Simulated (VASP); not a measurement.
# Sr in VASP: notebook, part 2 of 2

VASP 6.6.1.

**3. Single point, PBEsol (biaxial strain in the a-b plane: +1.5 %, then relaxed in part)**

Input file INCAR:

```
SYSTEM = Sr
  PREC = Accurate
  ENCUT = 520
  EDIFF = 1E-6
  ISMEAR = 0
  SIGMA = 0.1
  LREAL = .False.
  LASPH = .True.
  NELM = 100
  ALGO = Fast
  ISIF = 2
  LWAVE = .False.
  LCHARG = .True.
  GGA = PS
  LELF = .True.
  LVHAR = .True.
  NBANDS = 17
```

Input file KPOINTS:

```
regular mesh
0
Gamma
  12 12 12
  0 0 0
```

Input file POSCAR:

```
Sr
1.0
    4.7399533653      0.0000000000      0.0000000000
    0.0000000000      4.7399533653      0.0000000000
    0.0000000000      0.0000000000      4.5810397482
Sr
2
Direct
    0.0000000000      0.0000000000      0.0000000000
    0.5000000000      0.5000000000      0.5000000000
```

Potentials or basis: VASP PAW PBE potentials, release 64 (Sr_sv).

On the command line:

```
$ cat potpaw_PBE.64/Sr_sv/POTCAR > POTCAR
$ mpirun -np 1 vasp_std > vasp.out
```

OUTCAR:

```text
SYSTEM = Sr
   PREC = Accurate
   ENCUT = 520
   EDIFF = 1E-6
   ISMEAR = 0
   LREAL = .False.
   LASPH = .True.
   NELM = 100
   ISIF = 2
   GGA = PS

 ion  position               nearest neighbor table
   1  0.000  0.000  0.000-   2 4.06   2 4.06   2 4.06   2 4.06   2 4.06   2 4.06   2 4.06   2 4.06

   2  0.500  0.500  0.500-   1 4.06   1 4.06   1 4.06   1 4.06   1 4.06   1 4.06   1 4.06   1 4.06

  LATTYP: Found a simple tetragonal cell.
 ALAT       =     4.7399533653
 C/A-ratio  =     0.9664735906

  Lattice vectors:

[... 690 lines left out ...]

  FORCE on cell =-STRESS in cart. coord.  units (eV):
  Direction    XX          YY          ZZ          XY          YZ          ZX
  --------------------------------------------------------------------------------------
  -------------------------------------------------------------------------------------
  Total       -0.0987659     -0.0987659      0.0101072      0.0000000     -0.0000000      0.0000000
  in kB       -1.5374657     -1.5374657      0.1573362      0.0000000     -0.0000000      0.0000000
  external PRESSURE =      -0.9725317 kB  Pullay stress =       0.0000000 kB

 VOLUME and BASIS-vectors are now :
 -----------------------------------------------------------------------------
  energy-cutoff  :      520.00
  volume of cell :      102.92
      direct lattice vectors                 reciprocal lattice vectors
     4.739953365  0.000000000  0.000000000     0.210972540  0.000000000  0.000000000
     0.000000000  4.739953365  0.000000000     0.000000000  0.210972540  0.000000000
     0.000000000  0.000000000  4.581039748     0.000000000  0.000000000  0.218291055

 POSITION                                       TOTAL-FORCE (eV/Angst)
 -----------------------------------------------------------------------------------
      0.00000      0.00000      0.00000        -0.000000     -0.000000      0.000000
      2.36998      2.36998      2.29052         0.000000      0.000000     -0.000000
 -----------------------------------------------------------------------------------
    total drift:                                0.000000      0.000000      0.000000

  FREE ENERGIE OF THE ION-ELECTRON SYSTEM (eV)
  ---------------------------------------------------
  free  energy   TOTEN  =        -3.6790357680 eV

  energy  without entropy=       -3.6690956870  energy(sigma->0) =       -3.67406573
```

Run time: 7.7 min. Hardware: 1 thread of Oxide Virtual Turin-like, shared host; peak memory 0.38 GiB.

What came out:

```yaml
Free_energy: -3.6790 eV
Pressure: -0.1 GPa
Band_gap_on_the_k_mesh: zero (bands 10 and 11 overlap by 0.53 eV)
```

Stress tensor (GPa, compression positive):
```
-0.15  0.00  0.00
 0.00 -0.15  0.00
 0.00  0.00  0.02
```

Levels at points of the mesh, in eV from the Fermi level:
```
           k point  band 7  band 8  band 9  band 10  band 11  band 12  band 13  band 14
(0.00, 0.00, 0.00)  -18.28  -18.28   -3.74    -0.25    -0.18     2.31     2.53     2.53
(0.50, 0.00, 0.00)  -18.36  -18.36   -1.79    -1.79     1.22     1.22     2.16     2.16
(0.50, 0.50, 0.00)  -18.27  -18.27   -1.09    -1.09     0.28     0.28     1.37     1.37
(0.00, 0.00, 0.50)  -18.36  -18.36   -1.67    -1.67     1.27     1.27     2.14     2.14
(0.50, 0.00, 0.50)  -18.28  -18.28   -1.03    -1.03     0.38     0.38     1.14     1.14
(0.50, 0.50, 0.50)  -18.40  -18.40    0.36     0.36     0.36     0.36     0.42     0.42
```

Caveat: the cell differs from its parent crystal (biaxial strain in the a-b plane: +1.5 %, then relaxed in part); the PAW data sets were made with another functional, which shifts forces and pressure a little.

**4. Single point, PBEsol (biaxial strain in the a-b plane: +1.5 %)**

Input file INCAR:

```
SYSTEM = Sr
PREC = Accurate ; ENCUT = 520
EDIFF = 1E-6 ; ISMEAR = 0
SIGMA = 0.1 ; LREAL = .FALSE.
LASPH = .TRUE. ; NELM = 60
ALGO = Fast ; ISIF = 2
LWAVE = .FALSE. ; LCHARG = .TRUE.
GGA = PS ; LELF = .TRUE.
LVHAR = .TRUE. ; NBANDS = 17
```

Input file KPOINTS:

```
regular mesh
0
G
  12 12 12
  0 0 0
```

POSCAR, as its differences from that of step 3:

```diff
@@ -4,3 +4,3 @@
     0.0000000000      4.7399533653      0.0000000000
-    0.0000000000      0.0000000000      4.5810397482
+    0.0000000000      0.0000000000      4.6278756503
 Sr
```

On the command line:

```
$ cat potpaw_PBE.64/Sr_sv/POTCAR > POTCAR
$ mpirun -np 1 vasp_std > vasp.out
```

Wall time 6.6 min (1 thread of Oxide Virtual Turin-like, shared host); peak memory 0.39 GiB.

Results (log left out):

```yaml
Free_energy: -3.6786 eV
Pressure: -0.2 GPa
Band_gap_on_the_k_mesh: zero (bands 10 and 11 overlap by 0.53 eV)
```

Stress tensor (GPa, compression positive):
```
-0.26  0.00  0.00
 0.00 -0.26  0.00
 0.00  0.00 -0.15
```

Levels at points of the mesh, in eV from the Fermi level:
```csv
k point,band 7,band 8,band 9,band 10,band 11,band 12,band 13,band 14
"(0.00, 0.00, 0.00)",-18.30,-18.30,-3.73,-0.22,-0.17,2.34,2.49,2.49
"(0.50, 0.00, 0.00)",-18.38,-18.38,-1.79,-1.79,1.22,1.22,2.17,2.17
"(0.50, 0.50, 0.00)",-18.30,-18.30,-1.07,-1.07,0.28,0.28,1.32,1.32
"(0.00, 0.00, 0.50)",-18.39,-18.39,-1.70,-1.70,1.26,1.26,2.15,2.15
"(0.50, 0.00, 0.50)",-18.30,-18.30,-1.03,-1.03,0.35,0.35,1.16,1.16
"(0.50, 0.50, 0.50)",-18.42,-18.42,0.35,0.35,0.35,0.35,0.40,0.40
```

Caveat: the cell differs from its parent crystal (biaxial strain in the a-b plane: +1.5 %); the PAW data sets were made with another functional, which shifts forces and pressure a little.

**5. Summary**

| cell | k mesh | gap on the mesh (eV) | pressure (GPa) |
| --- | --- | --- | --- |
| a = 4.200 Å, angles 109.5°, 1 atom, atomic positions A | 6 × 6 × 6 | none | -1.2 |
| a = 4.740, b = 4.740, c = 4.581 Å, 2 atoms, atomic positions B | 12 × 12 × 12 | none | -0.1 |
| a = 4.740, b = 4.740, c = 4.628 Å, 2 atoms, atomic positions B | 12 × 12 × 12 | none | -0.2 |

Alike in all rows: task single point; level PBEsol; potentials or basis VASP PAW PBE potentials, release 64 (Sr_sv); no spin polarisation; cutoff (eV) 520; smearing gaussian 0.1 eV.

Caveats: the PAW data sets were made with another functional, which shifts forces and pressure a little.

Total energies depend on the potentials used, so only differences within one code and one set of settings carry meaning.
